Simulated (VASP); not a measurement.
Set up this calculation in VASP 6.6.1, as the native input.

| Quantity | Value |
| --- | --- |
| Task | single point |
| Functional | PBE |
| Potentials or basis | VASP PAW PBE potentials, release 64 (Si, Se) |
| Cutoff | 520 eV |
| k mesh | 8 × 8 × 8 |
| Occupations | gaussian, width 0.1 eV |
| Spin | no spin polarisation |
| Dipole correction | no |
| Further INCAR settings | ALGO = Normal; EDIFF = 1e-07; NBANDS = 22 |

The structure of SiSe4 lies in POSCAR:

```
SiSe4
1.0
    4.8231402083      0.0000000000      0.0000000000
    0.0000000000      4.8231402083      0.0000000000
    0.0000000000      0.0000000000      4.8231402083
Si Se
1 4
Direct
    0.0000000000      0.0000000000      0.0000000000
    0.5000000000      0.0000000000      0.0000000000
    0.0000000000      0.5000000000      0.0000000000
    0.0000000000      0.0000000000      0.5000000000
    0.5000000000      0.5000000000      0.5000000000
```

The input as run:

INCAR

```
SYSTEM = SiSe4
PREC = Accurate
ENCUT = 520
EDIFF = 1E-7
ISMEAR = 0
SIGMA = 0.1
LREAL = .FALSE.
LASPH = .TRUE.
NELM = 80
ALGO = Normal
ISIF = 2
LWAVE = .FALSE.
LCHARG = .TRUE.
GGA = PE
LELF = .TRUE.
LVHAR = .TRUE.
NBANDS = 22
```

KPOINTS

```
regular mesh
0
G
  8 8 8
  0 0 0
```

Potentials or basis: VASP PAW PBE potentials, release 64 (Si, Se).

Command:

```console
$ cat potpaw_PBE.64/Si/POTCAR potpaw_PBE.64/Se/POTCAR > POTCAR
$ mpirun -np 1 vasp_std > vasp.out
```

It gave:

```json
{
  "Pressure": "0.1 GPa",
  "Band gap on the k mesh": "zero (band 14 reaches 4.81 eV, above the bottom of band 15 at 3.64 eV)"
}
```

It took 90 s on 1 thread of Intel(R) Xeon(R) Platinum 8375C CPU @ 2.90GHz (Ice Lake) (shared host), peak memory 0.24 GiB.
